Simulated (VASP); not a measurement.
**ZrO2: single point with PBE**

The system is ZrO2.

```
Zr O
1.0
     3.54750    0.00000    0.00000
     0.00000    3.54750    0.00000
     0.00000    0.00000    5.10703
Zr O
2 4
Direct
  0.00000 0.00000 0.00000
  0.50000 0.50000 0.50000
  0.00000 0.50000 0.20878
  0.00000 0.50000 0.70878
  0.50000 0.00000 0.29122
  0.50000 0.00000 0.79122
```

This cell differs from its parent crystal: volume scaled by 0.96, then relaxed in part.

```json
{
 "Program": "VASP 6.6.1",
 "Task": "single point",
 "Functional": "PBE",
 "Potentials or basis": "VASP PAW PBE potentials, release 64 (Zr_sv, O)",
 "Cutoff": "600 eV",
 "k mesh": "8 × 8 × 6",
 "Occupations": "fermi-dirac, width 0.02 eV",
 "Spin": "no spin polarisation"
}
```

| Quantity | Value |
| --- | --- |
| Pressure | 15.2 GPa |
| Largest force | 0.035 eV/Å |
| Band gap on the k mesh | 4.07 eV, indirect (least direct gap 4.22 eV) |

Forces in eV/Å, atoms in the order of the input:
```
Zr   0.000  0.000  0.000
Zr   0.000  0.000  0.000
O    0.000  0.000  0.035
O    0.000  0.000  0.035
O    0.000  0.000 -0.035
O    0.000  0.000 -0.035
```

Stress tensor (GPa, compression positive):
```
15.67  0.00  0.00
 0.00 15.67  0.00
 0.00  0.00 14.28
```

Levels at points of the mesh, in eV from the valence-band top:
```
           k point  band 20  band 21  band 22  band 23  band 24  band 25  band 26  band 27  band 28  band 29
(0.00, 0.00, 0.00)    -1.28    -0.46    -0.17    -0.15    -0.15     4.07     4.59     5.00     5.43     6.81
(0.50, 0.00, 0.00)    -2.22    -1.54    -1.54    -0.17    -0.17     4.53     4.53     5.50     5.50     7.07
(0.50, 0.50, 0.00)    -1.17    -1.02    -1.02    -0.18    -0.18     5.16     5.16     5.42     5.42     6.64
(0.00, 0.00, 0.50)    -2.81    -0.44    -0.44    -0.06    -0.06     4.68     4.68     5.20     5.20     8.71
(0.50, 0.00, 0.50)    -1.99    -1.32    -1.32    -1.01    -1.01     4.66     4.66     4.86     4.86     6.84
(0.50, 0.50, 0.50)    -1.94    -1.34    -1.34     0.00     0.00     5.34     5.34     5.58     5.58     6.89
```

Run time: 110 s on 1 thread of Intel(R) Xeon(R) Platinum 8259CL CPU @ 2.50GHz (Skylake/Cascade Lake), with other jobs on the host, peak memory 0.25 GiB.

 A k mesh can miss the band edges.
